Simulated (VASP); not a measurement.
Runs of VASP 6.6.1 on Al. The structure is cubic, space group Im-3m (No. 229). The conventional cell has a = 3.182 Å, b = 3.182 Å, c = 3.182 Å, α = 90.00°, β = 90.00°, γ = 90.00°. Within 3.6 Å of Al (site symmetry m-3m) lie 14 Al at 2.76 to 3.18 Å. 

| k mesh | gap on the mesh (eV) | pressure (GPa) |
| --- | --- | --- |
| 3 × 3 × 3 | none | 2.4 |
| 4 × 4 × 4 | none | 2.8 |
| 10 × 10 × 10 | none | 2.8 |
| 6 × 6 × 6 | none | 2.8 |
| 8 × 8 × 8 | none | 2.7 |
| 12 × 12 × 12 | none | (a) |

Alike in all rows: task single point; level PBEsol; potentials or basis VASP PAW PBE potentials, release 64 (Al); no spin polarisation; cell as given; cutoff (eV) 520; smearing methfessel-paxton 0.15 eV.

Fill in the values left out.

(a) 2.3.

Caveats: some runs use coarse meshes; the PAW data sets were made with another functional, which shifts forces and pressure a little.

A gap of «none» marks levels without a gap at the run's occupations.
